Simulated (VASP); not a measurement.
# Rh (Fm-3m) in VASP: notebook, part 2 of 2

VASP 6.6.1. The steps go on from the part before.

## 4. Single point, r2SCAN (volume scaled by 1.10)

The input, POSCAR:

```
Rh
1.0
    0.0000000000      1.9612831266      1.9612831266
    1.9612831266      0.0000000000      1.9612831266
    1.9612831266      1.9612831266      0.0000000000
Rh
1
Direct
    0.0000000000      0.0000000000      0.0000000000
```

The input, INCAR.step1:

```
PREC = Accurate
ENCUT = 520
ISMEAR = 0
SIGMA = 0.1
LREAL = False
LASPH = True
NELM = 100
NBANDS = 14
GGA = PE
ALGO = Normal
EDIFF = 1E-4
LWAVE = True
LCHARG = False
```

The input, INCAR.step2:

```
PREC = Accurate
ENCUT = 520
EDIFF = 1E-7
ISMEAR = 0
SIGMA = 0.1
LREAL = False
LASPH = True
NELM = 100
ALGO = Normal
ISIF = 2
LWAVE = False
LCHARG = True
METAGGA = R2SCAN
LMIXTAU = True
LELF = True
LVHAR = True
NBANDS = 14
ISTART = 1
```

The input, KPOINTS:

```
regular mesh
0
Gamma
  18 18 18
```

Potentials or basis: VASP PAW PBE potentials, release 64 (Rh_pv).

Command:

```sh
$ cat potpaw_PBE.64/Rh_pv/POTCAR > POTCAR
$ cp INCAR.step1 INCAR
$ mpirun -np 1 vasp_std > vasp.out
$ cp INCAR.step2 INCAR
$ mpirun -np 1 vasp_std > vasp.out
```

OUTCAR:

```text
PREC = Accurate
   ENCUT = 520
   EDIFF = 1E-7
   ISMEAR = 0
   LREAL = False
   LASPH = True
   NELM = 100
   ISIF = 2
   METAGGA = R2SCAN
   ISTART = 1

 ion  position               nearest neighbor table
   1  0.000  0.000  0.000-

  LATTYP: Found a face centered cubic cell.
 ALAT       =     3.9225662532

  Lattice vectors:

 A1 = (   0.0000000000,   1.9612831266,   1.9612831266)
 A2 = (   1.9612831266,   0.0000000000,   1.9612831266)
 A3 = (   1.9612831266,   1.9612831266,   0.0000000000)

Analysis of symmetry for initial positions (statically):
=====================================================================
 Subroutine PRICEL returns:
 Original cell was already a primitive cell.

 Routine SETGRP: Setting up the symmetry group for a
 face centered cubic supercell.

 Subroutine GETGRP returns: Found 48 space group operations
 (whereof 48 operations were pure point group operations)
 out of a pool of 48 trial point group operations.

The static configuration has the point symmetry O_h .

Analysis of symmetry for dynamics (positions and initial velocities):
=====================================================================
 Subroutine PRICEL returns:
 Original cell was already a primitive cell.

 Routine SETGRP: Setting up the symmetry group for a
 face centered cubic supercell.

 Subroutine GETGRP returns: Found 48 space group operations
 (whereof 48 operations were pure point group operations)
 out of a pool of 48 trial point group operations.

The dynamic configuration has the point symmetry O_h .

 Subroutine INISYM returns: Found 48 space group operations
 (whereof 48 operations are pure point group operations),
 and found     1 'primitive' translations

----------------------------------------------------------------------------------------

                                     Primitive cell

  volume of cell :      15.0887
[... 109 lines left out ...]
  Fermi-wavevector in a.u.,A,eV,Ry     =   1.633886  3.087596 36.321867  2.669582
  Thomas-Fermi vector in A             =   2.725616
   LORBIT       =      0    0 simple, 1 ext, 2 COOP (PROOUT), +10 PAW based schemes
   METAGGA = R2SCAN    functional components
   LHFCALC =     F    Hartree Fock is set to
   AEXX    =    0.0000 exact exchange contribution
   IVDW    =     0    specifies the selected vdW correction
   LEPSILON=     F    determine dielectric tensor
   LRPA    =     F    only Hartree local field effects (RPA)
 non-spin polarized calculation
 Gauss-broadening in eV      SIGMA  =   0.10
  energy-cutoff  :      520.00
  volume of cell :       15.09
 maximum number of plane-waves:       419
 NGX is ok and might be reduce to    24
   NGX = 11   NGY = 11   NGZ = 11

 number of electron      15.0000002 magnetization

 Free energy of the ion-electron system (eV)
  ---------------------------------------------------
  ext. energy  EPLUGINS =         0.00000000
  ---------------------------------------------------
  free energy    TOTEN  =       -24.04955068 eV

  energy without entropy =      -24.04153096  energy(sigma->0) =      -24.04554082

 E-fermi :  10.1057     XC(G=0): -14.5181

 val. band max:       10.0834392683   @ k =   0.5000   0.3889   0.0556
 cond. band min:      10.1086805478   @ k =   0.5000   0.2222   0.1111
 fundamental gap:      0.0252412794
 Fermi energy:        10.1057299601

 k-point     1 :       0.0000    0.0000    0.0000
  band No.  band energies     occupation
      1     -37.5232      2.00000
      2     -37.5232      2.00000
      3     -37.5232      2.00000
      4       2.6211      2.00000
      5       7.3619      2.00000
      6       7.3619      2.00000
      7       7.3619      2.00000
      8       9.1612      2.00000
      9       9.1612      2.00000
     10      26.8394      0.00000
     11      27.6217      0.00000
     12      32.0519      0.00000
     13      32.0519      0.00000
     14      32.0519      0.00000
[... 377 lines left out ...]
      1     -37.7967      2.00000
      2     -37.5797      2.00000
      3     -37.5552      2.00000
      4       4.4175      2.00000
      5       7.0545      2.00000
      6       7.7040      2.00000
      7       7.7510      2.00000
      8       9.0270      2.00000
      9       9.6329      2.00000
     10      25.5723      0.00000
     11      27.6222      0.00000
     12      28.2474      0.00000
     13      32.8795      0.00000
     14      34.9740      0.00000

 [... further k-points ...]
[... 5 lines left out ...]
  --------------------------------------------------------------------------------------
  -------------------------------------------------------------------------------------
  Total       -1.9052578     -1.9052578     -1.9052578      0.0000000      0.0000000      0.0000000
  in kB     -202.3081877   -202.3081877   -202.3081877      0.0000000      0.0000000      0.0000000
  external PRESSURE =    -202.3081877 kB  Pullay stress =       0.0000000 kB

 VOLUME and BASIS-vectors are now :
 -----------------------------------------------------------------------------
  energy-cutoff  :      520.00
  volume of cell :       15.09
      direct lattice vectors                 reciprocal lattice vectors
     0.000000000  1.961283127  1.961283127    -0.254935146  0.254935146  0.254935146
     1.961283127  0.000000000  1.961283127     0.254935146 -0.254935146  0.254935146
     1.961283127  1.961283127  0.000000000     0.254935146  0.254935146 -0.254935146

 POSITION                                       TOTAL-FORCE (eV/Angst)
 -----------------------------------------------------------------------------------
      0.00000      0.00000      0.00000         0.000000      0.000000      0.000000
 -----------------------------------------------------------------------------------
    total drift:                               -0.000000      0.000000     -0.000000

  FREE ENERGIE OF THE ION-ELECTRON SYSTEM (eV)
  ---------------------------------------------------
  free  energy   TOTEN  =       -24.0495506820 eV

  energy  without entropy=      -24.0415309555  energy(sigma->0) =      -24.04554082
```

OSZICAR.step1:

```text
N       E                     dE             d eps       ncg     rms          rms(c)
DAV:   1     0.121583161881E+03    0.12158E+03   -0.88084E+03  5482   0.113E+03
DAV:   2    -0.604183452496E+01   -0.12762E+03   -0.12178E+03  5988   0.338E+02
DAV:   3    -0.771126855304E+01   -0.16694E+01   -0.16669E+01  6672   0.423E+01
DAV:   4    -0.771813084299E+01   -0.68623E-02   -0.68620E-02  6420   0.280E+00
DAV:   5    -0.771819877651E+01   -0.67934E-04   -0.67932E-04  6612   0.246E-01    0.806E+00
DAV:   6    -0.722072662426E+01    0.49747E+00   -0.91262E-01  5982   0.130E+01    0.258E+00
DAV:   7    -0.721178678847E+01    0.89398E-02   -0.19064E-02  6294   0.121E+00    0.134E+00
DAV:   8    -0.720893622300E+01    0.28506E-02   -0.26373E-03  6012   0.682E-01    0.828E-02
DAV:   9    -0.720888222571E+01    0.53997E-04   -0.71874E-05  3720   0.119E-01
   1 F= -.72088822E+01 E0= -.72048175E+01  d E =-.812951E-02
```

Wall time 84 s (1 thread of Intel Xeon Platinum 8488C (Sapphire Rapids), shared host); peak memory 0.17 GiB.

What came out:

* Free energy: -24.0496 eV
* Pressure: -20.2 GPa

Caveat: the PAW data sets were made with another functional, which shifts forces and pressure a little.

## 5. The runs side by side

```tsv
cell	gap on the mesh (eV)	pressure (GPa)
a = 2.575 Å, angles 60.0°, 1 atom	none	52.2
a = 2.604 Å, angles 60.0°, 1 atom	none	35.8
a = 2.774 Å, angles 60.0°, 1 atom	none	-20.2
```

Alike in all rows: task single point; level r2SCAN; potentials or basis VASP PAW PBE potentials, release 64 (Rh_pv); no spin polarisation; k mesh 18 × 18 × 18; cutoff (eV) 520; smearing gaussian 0.1 eV.

Caveats: the PAW data sets were made with another functional, which shifts forces and pressure a little.

Total energies depend on the potentials used, so only differences within one code and one set of settings carry meaning.
